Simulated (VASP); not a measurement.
# MgH2 (P4_2/mnm) in VASP: a series of runs

Runs on MgH2. Level: PBE. Tasks: single point, relaxation of cell and atoms.

Everything below comes from runs of VASP 6.6.1. Logs are shortened: lines on timing, memory, paths and dates and some standing lists are left out, and cuts for length are marked.

**1. The cell of the first run**

Symmetry: P4_2/mnm, No. 136, tetragonal system. The conventional cell has a = 4.516 Å, b = 4.516 Å, c = 3.013 Å, α = 90.00°, β = 90.00°, γ = 90.00°. Within 2.6 Å of Mg (site symmetry mmm) lie 6 H at 1.94 to 1.96 Å. H (site symmetry m2m) has 3 Mg at 1.94 to 1.96 Å and 1 H at 2.50 Å within 2.6 Å.

**2. Single point, PBE**

File INCAR:

```
ALGO     = Normal         # electronic algorithm
EDIFF    = 1E-6           # SCF threshold, eV
ENCUT    = 520            # plane-wave cutoff, eV
GGA      = PE             # functional
ISIF     = 2              # what is computed and relaxed
ISMEAR   = 0              # smearing method
LASPH    = True           # aspherical terms in the spheres
LCHARG   = True           # write CHGCAR
LELF     = True           # ELF
LREAL    = False          # projectors in reciprocal space
LVHAR    = True         
LWAVE    = False          # write WAVECAR
NBANDS   = 13             # bands
NELM     = 100            # most SCF steps
PREC     = Accurate       # precision mode
SIGMA    = 0.01           # smearing width, eV
```

File KPOINTS:

```
k-points
0
Gamma
  6 6 8
```

File POSCAR:

```
MgH2
1.0
    4.5162565607      0.0000000000      0.0000000000
    0.0000000000      4.5162565607      0.0000000000
    0.0000000000      0.0000000000      3.0130410962
Mg H
2 4
Direct
    0.5000000000      0.5000000000      0.5000000000
    0.0000000000      0.0000000000      0.0000000000
    0.6956563421      0.6956563421      0.0000000000
    0.8043436579      0.1956563421      0.5000000000
    0.3043436579      0.3043436579      0.0000000000
    0.1956563421      0.8043436579      0.5000000000
```

Potentials or basis: VASP PAW PBE potentials, release 64 (Mg, H).

Run with:

```bash
cat potpaw_PBE.64/Mg/POTCAR potpaw_PBE.64/H/POTCAR > POTCAR
mpirun -np 1 vasp_std > vasp.out
```

OUTCAR:

```text
EDIFF = 1E-6
   ENCUT = 520
   GGA = PE
   ISIF = 2
   ISMEAR = 0
   LASPH = True
   LREAL = False
   NELM = 100
   PREC = Accurate

 ion  position               nearest neighbor table
   1  0.500  0.500  0.500-   4 1.94   6 1.94   5 1.96   3 1.96   3 1.96   5 1.96   2 3.53   2 3.53
                             2 3.53   2 3.53   2 3.53   2 3.53   2 3.53   2 3.53
   2  0.000  0.000  0.000-   3 1.94   5 1.94   4 1.96   6 1.96   4 1.96   6 1.96   1 3.53   1 3.53
                             1 3.53   1 3.53   1 3.53   1 3.53   1 3.53   1 3.53
   3  0.696  0.696  0.000-   2 1.94   1 1.96   1 1.96
   4  0.804  0.196  0.500-   1 1.94   2 1.96   2 1.96
   5  0.304  0.304  0.000-   2 1.94   1 1.96   1 1.96
   6  0.196  0.804  0.500-   1 1.94   2 1.96   2 1.96

  LATTYP: Found a simple tetragonal cell.
 ALAT       =     4.5162565607
 C/A-ratio  =     0.6671545462

  Lattice vectors:

 A1 = (   4.5162565607,   0.0000000000,   0.0000000000)
 A2 = (   0.0000000000,   4.5162565607,   0.0000000000)
 A3 = (   0.0000000000,   0.0000000000,   3.0130410962)

Analysis of symmetry for initial positions (statically):
=====================================================================
 Subroutine PRICEL returns:
 Original cell was already a primitive cell.

 Routine SETGRP: Setting up the symmetry group for a
 simple tetragonal supercell.

 Subroutine GETGRP returns: Found 16 space group operations
 (whereof  8 operations were pure point group operations)
 out of a pool of 16 trial point group operations.

The static configuration has the point symmetry D_2h.
 The point group associated with its full space group is D_4h.

Analysis of symmetry for dynamics (positions and initial velocities):
=====================================================================
 Subroutine PRICEL returns:
 Original cell was already a primitive cell.

 Routine SETGRP: Setting up the symmetry group for a
 simple tetragonal supercell.

 Subroutine GETGRP returns: Found 16 space group operations
 (whereof  8 operations were pure point group operations)
 out of a pool of 16 trial point group operations.

The dynamic configuration has the point symmetry D_2h.
 The point group associated with its full space group is D_4h.

 Subroutine INISYM returns: Found 16 space group operations
 (whereof  8 operations are pure point group operations),
 and found     1 'primitive' translations

----------------------------------------------------------------------------------------

                                     Primitive cell

  volume of cell :      61.4557
[... 114 lines left out ...]
   IALGO  =     38    algorithm
   IMIX   =      4    mixing-type and parameters
     AMIX     =   0.40;   BMIX     =  1.00
     AMIX_MAG =   1.60;   BMIX_MAG =  1.00
  volume/ion in A,a.u.               =      10.24        69.12
  Fermi-wavevector in a.u.,A,eV,Ry     =   0.829693  1.567892  9.366120  0.688390
  Thomas-Fermi vector in A             =   1.942283
   LORBIT       =      0    0 simple, 1 ext, 2 COOP (PROOUT), +10 PAW based schemes
   GGA     = PE    functional components
   LHFCALC =     F    Hartree Fock is set to
   AEXX    =    0.0000 exact exchange contribution
   IVDW    =     0    specifies the selected vdW correction
   LEPSILON=     F    determine dielectric tensor
   LRPA    =     F    only Hartree local field effects (RPA)
 non-spin polarized calculation
 Gauss-broadening in eV      SIGMA  =   0.01
  energy-cutoff  :      520.00
  volume of cell :       61.46
 maximum number of plane-waves:      1679
 NGX is ok and might be reduce to    36
   NGX = 17   NGY = 17   NGZ = 11

 number of electron       8.0000003 magnetization

 Free energy of the ion-electron system (eV)
  ---------------------------------------------------
  ext. energy  EPLUGINS =         0.00000000
  ---------------------------------------------------
  free energy    TOTEN  =       -17.65347704 eV

  energy without entropy =      -17.65347704  energy(sigma->0) =      -17.65347704

 E-fermi :  -0.5229     XC(G=0):  -8.3960

 val. band max:       -0.6124103935   @ k =   0.1667   0.1667   0.1250
 cond. band min:       3.1878320443   @ k =   0.3333   0.3333   0.5000
 fundamental gap:      3.8002424377
 Fermi energy:        -0.5228689910

 k-point     1 :       0.0000    0.0000    0.0000
  band No.  band energies     occupation
      1      -7.0297      2.00000
      2      -2.0619      2.00000
      3      -2.0619      2.00000
      4      -1.0486      2.00000
      5       4.1302      0.00000
      6       4.3974      0.00000
      7       8.5328      0.00000
      8       8.5328      0.00000
      9      10.3674      0.00000
     10      10.6852      0.00000
     11      11.6137      0.00000
     12      14.4399      0.00000
     13      14.4399      0.00000
[... 354 lines left out ...]
  band No.  band energies     occupation
      1      -4.5713      2.00000
      2      -4.5713      2.00000
      3      -0.9197      2.00000
      4      -0.9197      2.00000
      5       5.2302      0.00000
      6       5.2302      0.00000
      7       6.6829      0.00000
      8       6.6829      0.00000
      9       8.6525      0.00000
     10       8.6525      0.00000
     11      12.2528      0.00000
     12      12.2528      0.00000
     13      13.7679      0.00000

 [... further k-points ...]

------------------------ aborting loop because EDIFF is reached ----------------------------------------

  FORCE on cell =-STRESS in cart. coord.  units (eV):
  Direction    XX          YY          ZZ          XY          YZ          ZX
  --------------------------------------------------------------------------------------
  -------------------------------------------------------------------------------------
  Total       -0.0914048     -0.0914048     -0.1270876      0.0000000      0.0000000      0.0000000
  in kB       -2.3829644     -2.3829644     -3.3132283      0.0000000      0.0000000      0.0000000
  external PRESSURE =      -2.6930523 kB  Pullay stress =       0.0000000 kB

 VOLUME and BASIS-vectors are now :
 -----------------------------------------------------------------------------
  energy-cutoff  :      520.00
  volume of cell :       61.46
      direct lattice vectors                 reciprocal lattice vectors
     4.516256561  0.000000000  0.000000000     0.221422319  0.000000000  0.000000000
     0.000000000  4.516256561  0.000000000     0.000000000  0.221422319  0.000000000
     0.000000000  0.000000000  3.013041096     0.000000000  0.000000000  0.331890594

 POSITION                                       TOTAL-FORCE (eV/Angst)
 -----------------------------------------------------------------------------------
      2.25813      2.25813      1.50652         0.000000     -0.000000     -0.000000
      0.00000      0.00000      0.00000         0.000000     -0.000000     -0.000000
      3.14176      3.14176      0.00000        -0.001626     -0.001626     -0.000000
      3.63262      0.88363      1.50652         0.001626     -0.001626     -0.000000
      1.37449      1.37449      0.00000         0.001626      0.001626      0.000000
      0.88363      3.63262      1.50652        -0.001626      0.001626      0.000000
 -----------------------------------------------------------------------------------
    total drift:                                0.000000     -0.000000     -0.000000

  FREE ENERGIE OF THE ION-ELECTRON SYSTEM (eV)
  ---------------------------------------------------
  free  energy   TOTEN  =       -17.6534770410 eV

  energy  without entropy=      -17.6534770410  energy(sigma->0) =      -17.65347704
```

OSZICAR:

```text
N       E                     dE             d eps       ncg     rms          rms(c)
DAV:   1    -0.140610600384E+01   -0.14061E+01   -0.31555E+03  1308   0.475E+02
DAV:   2    -0.180283862784E+02   -0.16622E+02   -0.15751E+02  1634   0.711E+01
DAV:   3    -0.188950179469E+02   -0.86663E+00   -0.86519E+00  1661   0.151E+01
DAV:   4    -0.188986472554E+02   -0.36293E-02   -0.36292E-02  1535   0.108E+00
DAV:   5    -0.188986849737E+02   -0.37718E-04   -0.37718E-04  1660   0.113E-01    0.653E+00
DAV:   6    -0.179691342056E+02    0.92955E+00   -0.58880E-01  1425   0.316E+00    0.336E+00
DAV:   7    -0.176440366154E+02    0.32510E+00   -0.84926E-01  1465   0.411E+00    0.505E-01
DAV:   8    -0.176538968275E+02   -0.98602E-02   -0.25640E-02  1445   0.809E-01    0.134E-01
DAV:   9    -0.176534510797E+02    0.44575E-03   -0.10294E-03  1670   0.146E-01    0.216E-02
DAV:  10    -0.176534814092E+02   -0.30330E-04   -0.89238E-05  1455   0.501E-02    0.168E-02
DAV:  11    -0.176534769931E+02    0.44161E-05   -0.12538E-05  1590   0.130E-02    0.187E-03
DAV:  12    -0.176534770410E+02   -0.47849E-07   -0.40613E-07   850   0.374E-03
   1 F= -.17653477E+02 E0= -.17653477E+02  d E =-.237315E-38
```

stdout:

```text
POSCAR found type information on POSCAR MgH
 POSCAR found :  2 types and       6 ions
 scaLAPACK will be used
 LDA part: xc-table for (Slater+PW92), standard interpolation
 POSCAR, INCAR and KPOINTS ok, starting setup
 FFT: planning ... GRIDC
 FFT: planning ... GRID_SOFT
 FFT: planning ... GRID
 WAVECAR not read
 entering main loop
```

Wall time 16 s (1 thread of Intel Xeon Platinum 8488C (Sapphire Rapids), shared host); peak memory 0.19 GiB.

Results:

```
Free energy            : -17.6535 eV
Pressure               : -0.3 GPa
Band gap on the k mesh : 3.80 eV, indirect (least direct gap 4.55 eV)
```

Forces in eV/Å, atoms in the order of the input:
```
Mg   0.000  0.000  0.000
Mg   0.000  0.000  0.000
H   -0.002 -0.002  0.000
H    0.002 -0.002  0.000
H    0.002  0.002  0.000
H   -0.002  0.002  0.000
```

Stress tensor (GPa, compression positive):
```
-0.24  0.00  0.00
 0.00 -0.24  0.00
 0.00  0.00 -0.33
```

Levels at points of the mesh, in eV from the valence-band top:
```
           k point  band 1  band 2  band 3  band 4  band 5  band 6  band 7  band 8
(0.00, 0.00, 0.00)   -6.42   -1.45   -1.45   -0.44    4.74    5.01    9.15    9.15
(0.50, 0.00, 0.00)   -4.81   -4.81   -0.51   -0.51    5.33    5.33   10.06   10.06
(0.50, 0.50, 0.00)   -3.74   -3.74   -2.72   -2.72    9.03    9.03    9.18    9.18
(0.00, 0.00, 0.50)   -3.00   -3.00   -0.08   -0.08    6.30    6.30    6.81    6.81
(0.50, 0.00, 0.50)   -2.26   -2.26   -1.07   -1.07    5.17    5.17    6.81    6.81
(0.50, 0.50, 0.50)   -1.87   -1.87   -0.93   -0.93    3.85    3.85    4.19    4.19
```

**3. Relaxation of cell and atoms, PBE**

This run uses another cell than the first one, of 10.00 Å³/atom, 0.976 times its volume.

File INCAR:

```
SYSTEM = MgH2
PREC = Accurate
ENCUT = 600
EDIFF = 1E-6
ISMEAR = 0
SIGMA = 0.01
LREAL = .False.
LASPH = .True.
NELM = 100
ALGO = Normal
ISIF = 3
LWAVE = .False.
LCHARG = .False.
GGA = PE
IBRION = 2
NSW = 80
EDIFFG = -0.002
```

File KPOINTS:

```
Automatic mesh
0
Gamma
  6 6 8
  0 0 0
```

File POSCAR:

```
MgH2
1.0
    4.4766940000      0.0000000000      0.0000000000
    0.0000000000      4.4766940000      0.0000000000
    0.0000000000      0.0000000000      2.9925370000
Mg H
2 4
Direct
    0.5000000000      0.5000000000      0.5000000000
    0.0000000000      0.0000000000      0.0000000000
    0.6955720000      0.6955720000      0.0000000000
    0.8044280000      0.1955720000      0.5000000000
    0.3044280000      0.3044280000      0.0000000000
    0.1955720000      0.8044280000      0.5000000000
```

Potentials or basis: VASP PAW PBE potentials, release 64 (Mg, H).

Run with:

```bash
cat potpaw_PBE.64/Mg/POTCAR potpaw_PBE.64/H/POTCAR > POTCAR
mpirun -np 1 vasp_std > vasp.out
```

Run time: 42 s. Hardware: 1 thread of Intel Xeon Platinum 8488C (Sapphire Rapids), shared host; peak memory 0.2 GiB.

The run converged. Its results:

```yaml
Free_energy: -17.6547 eV
Relaxed_volume: 10.20 Å³/atom
Relaxed_cell: a = 4.511 Å, b = 4.511 Å, c = 3.009 Å, α = 90.00°, β = 90.00°, γ = 90.00°
Space_group_after_relaxing_to_0.05_Å: P4_2/mnm (No. 136)
Energy_gained_by_relaxing: 0.7 meV/atom
Ionic_steps: 10
Pressure_after_relaxing: 0.0 GPa
Band_gap_on_the_k_mesh: 3.81 eV, indirect (least direct gap 4.56 eV)
```

The path:
```
step  energy change (eV)  largest force (eV/Å)  pressure (GPa)  volume (Å³)
   1              0.0000                0.0072            1.10        59.97
   2             -0.0030                0.0012            0.55        60.57
   3             -0.0040                0.0051           -0.04        61.23
   4             -0.0040                0.0044            0.01        61.17
   5             -0.0040                0.0042            0.03        61.14
   6             -0.0041                0.0028            0.03        61.16
   7             -0.0042                0.0040            0.02        61.22
   8             -0.0042                0.0032            0.01        61.21
   9             -0.0042                0.0027            0.02        61.21
  10             -0.0042                0.0014            0.00        61.23
```

Final structure:
```xyz
6
Lattice="4.5108 0.0000 0.0000 0.0000 4.5108 0.0000 0.0000 0.0000 3.0091" Properties=species:S:1:pos:R:3 pbc="T T T"
Mg    2.2554    2.2554    1.5045
Mg    0.0000    0.0000    3.0091
H     3.1377    3.1377    3.0091
H     3.6286    0.8823    1.5045
H     1.3731    1.3731    0.0000
H     0.8823    3.6286    1.5045
```

Levels at points of the mesh, in eV from the valence-band top:
```
           k point  band 1  band 2  band 3  band 4  band 5  band 6  band 7  band 8
(0.00, 0.00, 0.00)   -6.43   -1.45   -1.45   -0.44    4.74    5.03    9.16    9.16
(0.50, 0.00, 0.00)   -4.82   -4.82   -0.51   -0.51    5.34    5.34   10.08   10.08
(0.50, 0.50, 0.00)   -3.75   -3.75   -2.73   -2.73    9.05    9.05    9.19    9.19
(0.00, 0.00, 0.50)   -3.01   -3.01   -0.08   -0.08    6.32    6.32    6.82    6.82
(0.50, 0.00, 0.50)   -2.26   -2.26   -1.07   -1.07    5.18    5.18    6.82    6.82
(0.50, 0.50, 0.50)   -1.88   -1.88   -0.93   -0.93    3.87    3.87    4.19    4.19
```

A k mesh can miss the band edges. As with any semilocal functional, this PBE gap is likely too small.
